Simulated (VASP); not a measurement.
A run of VASP 6.6.1 is set up as follows.

INCAR

```
PREC = Accurate
ENCUT = 600
EDIFF = 1E-6
ISMEAR = 0
SIGMA = 0.01
LREAL = F
LASPH = T
NELM = 120
ALGO = Normal
ISIF = 2
LWAVE = F
LCHARG = F
GGA = PE
NBANDS = 24
GGA_COMPAT = F
```

The input KPOINTS:

```
regular mesh
0
Gamma
  3 3 3
```

Contents of POSCAR:

```
KMgF3
1.0
    4.0546922017      0.0000000000      0.0000000000
    0.0000000000      4.0546922017      0.0000000000
    0.0000000000      0.0000000000      4.0546922017
K Mg F
1 1 3
Direct
    0.5000000000      0.5000000000      0.5000000000
    0.0000000000      0.0000000000      0.0000000000
    0.5000000000      0.0000000000      0.0000000000
    0.0000000000      0.0000000000      0.5000000000
    0.0000000000      0.5000000000      0.0000000000
```

Potentials or basis: VASP PAW PBE potentials, release 64 (K_sv, Mg, F).

The run is started by

```console
$ cat potpaw_PBE.64/K_sv/POTCAR potpaw_PBE.64/Mg/POTCAR potpaw_PBE.64/F/POTCAR > POTCAR
$ mpirun -np 1 vasp_std > vasp.out
```

Question: Estimate the pressure.

Answer: -0.6 GPa.

Question: What does it give for the band gap on the k mesh?

Answer: 7.08 eV, indirect (least direct gap 7.25 eV).

Caveat: the k points lie up to 0.52 Å⁻¹ apart. A k mesh can miss the band edges.
